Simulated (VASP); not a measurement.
Here is a VASP 6.6.1 calculation.

File INCAR:

```
SYSTEM = Ge
PREC = Accurate ; ENCUT = 520
EDIFF = 1E-6 ; ISMEAR = -1
SIGMA = 0.05 ; LREAL = .False.
LASPH = .True. ; NELM = 80
ALGO = Normal ; ISIF = 2
LWAVE = .False. ; LCHARG = .False.
GGA = PE ; NBANDS = 13
```

Contents of KPOINTS:

```
regular mesh
0
Gamma
  17 17 17
  0 0 0
```

The input POSCAR:

```
Ge
1.0
   -1.5663039239      1.5663039239      1.5663039239
    1.5663039239     -1.5663039239      1.5663039239
    1.5663039239      1.5663039239     -1.5663039239
Ge
1
Direct
    0.0000000000      0.0000000000      0.0000000000
```

Potentials or basis: VASP PAW PBE potentials, release 64 (Ge_d).

Command:

```console
$ cat potpaw_PBE.64/Ge_d/POTCAR > POTCAR
$ mpirun -np 1 vasp_std > vasp.out
```

Task: What does it give for the band gap on the k mesh?

Result: Zero (bands 7 and 8 overlap by 15.38 eV).

Task: What does it give for the pressure?

Result: 24.2 GPa.

Caveat: the cell stands under pressure.
